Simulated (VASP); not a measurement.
# TiC in VASP: a series of runs

TiC is run at these levels: PBE; tasks: single point.

Everything below comes from runs of VASP 6.6.1. Logs are shortened: lines on timing, memory, paths and dates and some standing lists are left out, and cuts for length are marked.

## 1. The cell of the first run

The cell holds a disordered packing, 14 atoms: a = 5.277 Å, b = 5.341 Å, c = 5.497 Å, α = 91.70°, β = 96.53°, γ = 90.59°.

## 2. Single point, PBE

INCAR reads:

```
PREC = Accurate ; ENCUT = 520
EDIFF = 1E-7 ; ISMEAR = 0
SIGMA = 0.1 ; LREAL = F
LASPH = T ; NELM = 100
ALGO = Normal ; ISIF = 2
LWAVE = F ; LCHARG = F
GGA = PE ; NBANDS = 69
ISYM = 0
```

KPOINTS reads:

```
Automatic mesh
0
Gamma
  3 3 3
```

POSCAR reads:

```
TiC
1.0
    5.2675710324     -0.0161732707     -0.3195749013
   -0.0435482443      5.3400654409     -0.0865438638
   -0.2935276047     -0.0761589423      5.4887094522
Ti C
7 7
Direct
    0.5212290970      0.3463378890      0.3379734251
    0.7638469508      0.9638743019      0.7319821630
    0.2374734108      0.7773547267      0.5443752038
    0.4060598462      0.3748732930      0.8414096610
    0.0406881164      0.2524258978      0.4432521752
    0.3635208498      0.8777978227      1.0847863552
    0.9067704773      0.5743474544      0.0816739557
    0.7772490634      0.4120843461      0.7046362215
    0.8435264672      0.5997250024      0.5150873681
    0.7380540743      0.9879112884      0.2849165686
    0.1036688538      0.2044345032      0.0672664682
    0.6304394967      0.7609427670      0.3997580148
    1.0188585951      0.2941796420      0.8199662102
    0.9911837508     -0.0373937876      0.1731964160
```

Potentials or basis: VASP PAW PBE potentials, release 64 (Ti_sv, C).

Command:

```
$ cat potpaw_PBE.64/Ti_sv/POTCAR potpaw_PBE.64/C/POTCAR > POTCAR
$ mpirun -np 1 vasp_std > vasp.out
```

OUTCAR:

```text
PREC = Accurate
   ENCUT = 520
   EDIFF = 1E-7
   ISMEAR = 0
   LREAL = F
   LASPH = T
   NELM = 100
   ISIF = 2
   GGA = PE
   ISYM = 0

 ion  position               nearest neighbor table
   1  0.521  0.346  0.338-  10 2.27   9 2.27  12 2.29   8 2.31   5 2.71   4 2.74   5 2.79   7 2.88
                             6 2.89   4 2.90
   2  0.764  0.964  0.732-  12 2.14  13 2.22   9 2.32   8 2.40  10 2.45   5 2.77
   3  0.237  0.777  0.544-   9 2.26  12 2.31   6 2.75   5 2.80   4 2.83
   4  0.406  0.375  0.841-  13 2.07   8 2.19  11 2.32   1 2.74   5 2.80   3 2.83   1 2.90
   5  0.041  0.252  0.443-  13 2.09  14 2.11  11 2.14   9 2.18  10 2.21   8 2.27   7 2.70   1 2.71
                             2 2.77   1 2.79   3 2.80   4 2.80
   6  0.364  0.878  0.085-  14 2.13  12 2.21  10 2.21  11 2.23   3 2.75   7 2.89   1 2.89
   7  0.907  0.574  0.082-  14 2.15  13 2.18  11 2.25   8 2.25   9 2.44   5 2.70   1 2.88   6 2.89

   8  0.777  0.412  0.705-  13 1.51   9 1.53   4 2.19   7 2.25   5 2.27   1 2.31   2 2.40
   9  0.844  0.600  0.515-  12 1.52   8 1.53   5 2.18   3 2.26   1 2.27   2 2.32   7 2.44
  10  0.738  0.988  0.285-  12 1.52  14 1.54   5 2.21   6 2.21   1 2.27   2 2.45
  11  0.104  0.204  0.067-  13 1.48  14 1.57   5 2.14   6 2.23   7 2.25   4 2.32
  12  0.630  0.761  0.400-   9 1.52  10 1.52   2 2.14   6 2.21   1 2.29   3 2.31
  13  0.019  0.294  0.820-  11 1.48   8 1.51   4 2.07   5 2.09   7 2.18   2 2.22
  14  0.991  0.963  0.173-  10 1.54  11 1.57   5 2.11   6 2.13   7 2.15

IMPORTANT INFORMATION: All symmetrisations will be switched off!
NOSYMM: (Re-)initialisation of all symmetry stuff for point group C_1.

----------------------------------------------------------------------------------------

                                     Primitive cell

  volume of cell :     153.8519

  direct lattice vectors                    reciprocal lattice vectors
     5.267571032 -0.016173271 -0.319574901     0.190465499  0.001718709  0.010209645
    -0.043548244  5.340065441 -0.086543864     0.000735180  0.187312377  0.002638381
    -0.293527605 -0.076158942  5.488709452     0.011101265  0.003053540  0.182828239

  length of vectors
     5.277280955  5.340944224  5.497080142     0.190746683  0.187332400  0.183190412

  position of ions in fractional coordinates (direct lattice)
     0.521229097  0.346337889  0.337973425
     0.763846951  0.963874302  0.731982163
     0.237473411  0.777354727  0.544375204
     0.406059846  0.374873293  0.841409661
     0.040688116  0.252425898  0.443252175
     0.363520850  0.877797823  0.084786355
     0.906770477  0.574347454  0.081673956
     0.777249063  0.412084346  0.704636222
     0.843526467  0.599725002  0.515087368
     0.738054074  0.987911288  0.284916569
     0.103668854  0.204434503  0.067266468
     0.630439497  0.760942767  0.399758015
     0.018858595  0.294179642  0.819966210
     0.991183751  0.962606212  0.173196416

  ion indices of the primitive-cell ions
   primitive index   ion index
                 1           1
                 2           2
                 3           3
                 4           4
                 5           5
                 6           6
                 7           7
                 8           8
                 9           9
                10          10
                11          11
                12          12
                13          13
                14          14

----------------------------------------------------------------------------------------

 KPOINTS: Automatic mesh

Automatic generation of k-mesh.
 Grid dimensions read from file:
 generate k-points for:    3    3    3

 Generating k-lattice:

  Cartesian coordinates                     Fractional coordinates (reciprocal lattice)
     0.063488500  0.000572903  0.003403215     0.333333333 -0.000000000  0.000000000
     0.000245060  0.062437459  0.000879460    -0.000000000  0.333333333 -0.000000000
     0.003700422  0.001017847  0.060942746     0.000000000 -0.000000000  0.333333333

  Length of vectors
     0.063582228  0.062444133  0.061063471

  Shift w.r.t. Gamma in fractional coordinates (k-lattice)
     0.000000000  0.000000000  0.000000000

 Subroutine IBZKPT returns following result:
 ===========================================

 Found     14 irreducible k-points:

 Following reciprocal coordinates:
            Coordinates               Weight
  0.000000  0.000000  0.000000      1.000000
  0.333333 -0.000000 -0.000000      2.000000
 -0.000000  0.333333  0.000000      2.000000
  0.333333  0.333333 -0.000000      2.000000
 -0.333333  0.333333  0.000000      2.000000
  0.000000 -0.000000  0.333333      2.000000
  0.333333 -0.000000  0.333333      2.000000
 -0.333333 -0.000000  0.333333      2.000000
  0.000000  0.333333  0.333333      2.000000
  0.333333  0.333333  0.333333      2.000000
 -0.333333  0.333333  0.333333      2.000000
  0.000000 -0.333333  0.333333      2.000000
  0.333333 -0.333333  0.333333      2.000000
 -0.333333 -0.333333  0.333333      2.000000
   k-points           NKPTS =     14   k-points in BZ     NKDIM =     14   number of bands    NBANDS=     69
   number of dos      NEDOS =    301   number of ions     NIONS =     14
   total plane-waves  NPLWV =  67200
   dimension x,y,z NGX =    40 NGY =   40 NGZ =   42
   dimension x,y,z NGXF=    80 NGYF=   80 NGZF=   84
   ions per type =               7   7
   NGX,Y,Z   is equivalent  to a cutoff of  12.60, 12.45, 12.70 a.u.
   NGXF,Y,Z  is equivalent  to a cutoff of  25.20, 24.90, 25.40 a.u.
 SYSTEM =  unknown system
   PREC   = accura    normal or accurate (medium, high low for compatibility)
   ISTART =      0    job   : 0-new  1-cont  2-samecut
   ICHARG =      2    charge: 1-file 2-atom 10-const
   ISPIN  =      1    spin polarized calculation?
   LNONCOLLINEAR =      F non collinear calculations
   LSORBIT =      F    spin-orbit coupling
   LASPH  =      T    aspherical Exc in radial PAW
   ENCUT  =  520.0 eV  38.22 Ry    6.18 a.u.   9.81  9.93 10.22*2*pi/ulx,y,z
   NELM   =    100;   NELMIN=  2; NELMDL= -5     # of ELM steps
   EDIFF  = 0.1E-06   stopping-criterion for ELM
   LREAL  =      F    real-space projection
   EDIFFG = 0.1E-05   stopping-criterion for IOM
   NSW    =      0    number of steps for IOM
   IBRION =     -1    ionic relax: 0-MD 1-quasi-New 2-CG
   NFREE  =      0    steps in history (QN), initial steepest desc. (CG)
   ISIF   =      2    stress and relaxation
   ISYM   =      0    0-nonsym 1-usesym 2-fastsym
   POTIM  = 0.5000    time-step for ionic-motion
   TEBEG  =    0.0;   TEEND  =   0.0 temperature during run
   PSTRESS=    0.0 pullay stress
   NELECT =     112.0000    total number of electrons
   NUPDOWN=      -1.0000    fix difference up-down
   EMIN   =  10.00;   EMAX   =-10.00  energy-range for DOS
   EFERMI =   0.00;   METHOD = LEGACY
   ISMEAR =     0;   SIGMA  =   0.10  broadening in eV -4-tet -1-fermi 0-gaus
   EFERMI_NEDOS =   21; number of points for ismear=-14 and -15
   IALGO  =     38    algorithm
   IMIX   =      4    mixing-type and parameters
     AMIX     =   0.40;   BMIX     =  1.00
     AMIX_MAG =   1.60;   BMIX_MAG =  1.00
  volume/ion in A,a.u.               =      10.99        74.16
  Fermi-wavevector in a.u.,A,eV,Ry     =   1.472696  2.782993 29.508788  2.168835
  Thomas-Fermi vector in A             =   2.587680
   LORBIT       =      0    0 simple, 1 ext, 2 COOP (PROOUT), +10 PAW based schemes
   GGA     = PE    functional components
   LHFCALC =     F    Hartree Fock is set to
   AEXX    =    0.0000 exact exchange contribution
   IVDW    =     0    specifies the selected vdW correction
   LEPSILON=     F    determine dielectric tensor
   LRPA    =     F    only Hartree local field effects (RPA)
 non-spin polarized calculation
 Gauss-broadening in eV      SIGMA  =   0.10
  energy-cutoff  :      520.00
  volume of cell :      153.85
 maximum number of plane-waves:      4161
   NGX = 19   NGY = 19   NGZ = 21

 number of electron     111.9999998 magnetization

 Free energy of the ion-electron system (eV)
  ---------------------------------------------------
  ext. energy  EPLUGINS =         0.00000000
  ---------------------------------------------------
  free energy    TOTEN  =      -119.76889489 eV

  energy without entropy =     -119.72860345  energy(sigma->0) =     -119.74874917

 E-fermi :   9.2829     XC(G=0): -12.1732

 val. band max:        9.2568742079   @ k =   0.3333   0.3333   0.3333
 cond. band min:       9.2950942033   @ k =  -0.3333  -0.0000   0.3333
 fundamental gap:      0.0382199954
 Fermi energy:         9.2829422077

 k-point     1 :       0.0000    0.0000    0.0000
  band No.  band energies     occupation
      1     -47.8137      2.00000
      2     -47.7145      2.00000
      3     -47.5548      2.00000
      4     -47.5101      2.00000
      5     -47.4861      2.00000
      6     -47.3036      2.00000
[... 60 lines left out ...]
     67      11.1734      0.00000
     68      11.3037      0.00000

 k-point     2 :       0.3333   -0.0000   -0.0000
  band No.  band energies     occupation
      1     -47.8127      2.00000
      2     -47.7135      2.00000
      3     -47.5558      2.00000
      4     -47.5088      2.00000
      5     -47.4852      2.00000
      6     -47.3044      2.00000
[... 60 lines left out ...]
     67      11.2739      0.00000
     68      11.3016      0.00000

 k-point     3 :      -0.0000    0.3333    0.0000
  band No.  band energies     occupation
      1     -47.8130      2.00000
      2     -47.7148      2.00000
      3     -47.5493      2.00000
      4     -47.5169      2.00000
      5     -47.4842      2.00000
      6     -47.3042      2.00000
[... 770 lines left out ...]
     67      11.2800      0.00000
     68      11.4293      0.00000

 k-point    14 :      -0.3333   -0.3333    0.3333
  band No.  band energies     occupation
      1     -47.8120      2.00000
      2     -47.7138      2.00000
      3     -47.5429      2.00000
      4     -47.5131      2.00000
      5     -47.4900      2.00000
      6     -47.3081      2.00000
[... 60 lines left out ...]
     67      11.3905      0.00000
     68      11.4899      0.00000
 [bands above 68 left out]

------------------------ aborting loop because EDIFF is reached ----------------------------------------

  FORCE on cell =-STRESS in cart. coord.  units (eV):
  Direction    XX          YY          ZZ          XY          YZ          ZX
  --------------------------------------------------------------------------------------
  -------------------------------------------------------------------------------------
  Total        0.1840145      0.0620974      0.3011868     -0.0570212     -0.0988786      0.0067778
  in kB        1.9162834      0.6466676      3.1364885     -0.5938049     -1.0296986      0.0705823
  external PRESSURE =       1.8998132 kB  Pullay stress =       0.0000000 kB

 VOLUME and BASIS-vectors are now :
 -----------------------------------------------------------------------------
  energy-cutoff  :      520.00
  volume of cell :      153.85
      direct lattice vectors                 reciprocal lattice vectors
     5.267571032 -0.016173271 -0.319574901     0.190465499  0.001718709  0.010209645
    -0.043548244  5.340065441 -0.086543864     0.000735180  0.187312377  0.002638381
    -0.293527605 -0.076158942  5.488709452     0.011101265  0.003053540  0.182828239

 POSITION                                       TOTAL-FORCE (eV/Angst)
 -----------------------------------------------------------------------------------
      2.63132      1.81530      1.65849        -0.022718     -0.033358      0.010335
      3.76679      5.07905      3.69011        -0.029404     -0.002192      0.016553
      1.05727      4.10583      2.84475         0.021400      0.010674      0.021586
      1.87565      1.93120      4.45604         0.006682     -0.011078     -0.025790
      0.07323      1.31356      2.39803         0.030104     -0.002955     -0.017962
      1.85176      4.67516      0.27323         0.010781      0.014182     -0.026800
      4.72749      3.04617      0.10880        -0.020434     -0.012706      0.008111
      3.86944      2.13432      3.58349        -0.044925      0.002372      0.025974
      4.26603      3.14970      2.50569         0.056040      0.004067     -0.014540
      3.76110      5.24188      1.24246         0.013798      0.011053      0.004675
      0.51744      1.08489      0.31838         0.017752      0.002117      0.019827
      3.17041      4.02284      1.92683        -0.038275      0.030482      0.017956
     -0.15415      1.50819      4.46907        -0.011309      0.003425     -0.035307
      5.12837      5.11116      0.55056         0.010509     -0.016083     -0.004616
 -----------------------------------------------------------------------------------
    total drift:                                0.000372     -0.000275     -0.000196

  FREE ENERGIE OF THE ION-ELECTRON SYSTEM (eV)
  ---------------------------------------------------
  free  energy   TOTEN  =      -119.7688948936 eV

  energy  without entropy=     -119.7286034464  energy(sigma->0) =     -119.74874917
```

It took 3.2 min on 1 thread of Intel Xeon 6975P-C (Granite Rapids), shared host; peak memory 0.28 GiB.

What came out:

- Free energy: -119.7689 eV
- Pressure: 0.2 GPa
- Largest force: 0.058 eV/Å
- Band gap on the k mesh: zero (bands 56 and 57 overlap by 0.10 eV)

Forces in eV/Å, atoms in the order of the input:
```
Ti  -0.023 -0.033  0.010
Ti  -0.029 -0.002  0.017
Ti   0.021  0.011  0.022
Ti   0.007 -0.011 -0.026
Ti   0.030 -0.003 -0.018
Ti   0.011  0.014 -0.027
Ti  -0.020 -0.013  0.008
C   -0.045  0.002  0.026
C    0.056  0.004 -0.015
C    0.014  0.011  0.005
C    0.018  0.002  0.020
C   -0.038  0.030  0.018
C   -0.011  0.003 -0.035
C    0.011 -0.016 -0.005
```

Caveat: the k points lie up to 0.40 Å⁻¹ apart.

## 3. Single point, PBE

This run uses another cell than the first one, of 11.40 Å³/atom.

INCAR reads:

```
PREC = Accurate ; ENCUT = 520
EDIFF = 1E-7 ; ISMEAR = 0
SIGMA = 0.1 ; LREAL = False
LASPH = True ; NELM = 80
ALGO = Normal ; ISIF = 2
LWAVE = False ; LCHARG = False
GGA = PE ; NBANDS = 69
ISYM = 0
```

KPOINTS is that of step 2.

POSCAR reads:

```
TiC
1.0
    5.5275652784      0.4649760997      0.6090710144
    0.4175420588      4.9604163785     -0.1202966856
    0.5649381833     -0.1072921495      5.9308722682
Ti C
7 7
Direct
    1.0738947777      0.7017667384      0.2720891284
    0.5638229077      0.6024556335      0.9131095300
   -0.0648988329      0.2305263154      0.5573137494
    0.3881714643      0.1420016736      0.2042193872
    0.5847235237      0.5873553438      0.4033035499
    0.4511533251      0.1164366652      0.6918467103
    0.9267583761      0.2193712934      0.0646484245
    0.2372181117      0.9083400698      0.9603442158
    0.2498138127      0.4168180297      0.9792108512
    0.2472536161      0.4237147335      0.4971040473
    0.8190553252      0.7008910113      0.6191017066
    0.7064298110      0.0851223973      0.3470447145
    1.0664121450      0.6229081925      0.6617690157
    0.1611181846      0.6645545247      0.8789385140
```

Potentials or basis: VASP PAW PBE potentials, release 64 (Ti_sv, C).

Command:

```
$ cat potpaw_PBE.64/Ti_sv/POTCAR potpaw_PBE.64/C/POTCAR > POTCAR
$ mpirun -np 1 vasp_std > vasp.out
```

Wall time 3.9 min (1 thread of Intel Xeon 6975P-C (Granite Rapids), shared host); peak memory 0.29 GiB.

It converged, with:

```yaml
Free_energy: -121.2957 eV
Pressure: 0.2 GPa
Largest_force: 0.077 eV/Å
Band_gap_on_the_k_mesh: zero (bands 56 and 57 overlap by 0.03 eV)
```

Forces on the atoms (eV/Å):
```
Ti  -0.006  0.011  0.008
Ti   0.018 -0.009  0.021
Ti  -0.017 -0.019  0.017
Ti   0.007 -0.012 -0.009
Ti   0.005  0.000 -0.024
Ti   0.009 -0.002  0.014
Ti   0.000  0.014 -0.016
C    0.005  0.036  0.008
C    0.003 -0.075  0.015
C    0.033 -0.022 -0.026
C   -0.019  0.048 -0.034
C   -0.033 -0.017  0.010
C   -0.007  0.014  0.046
C    0.003  0.034 -0.030
```

Stress tensor (GPa, compression positive):
```
 0.27  0.06 -0.04
 0.06  0.13 -0.01
-0.04 -0.01  0.20
```

Levels at points of the mesh, in eV from the Fermi level:
```tsv
k point	band 53	band 54	band 55	band 56	band 57	band 58	band 59	band 60
(0.00, 0.00, 0.00)	-0.86	-0.78	-0.71	-0.45	0.32	0.56	0.80	0.86
```

Caveat: the k points lie up to 0.43 Å⁻¹ apart.

[end of part 1 of 2]
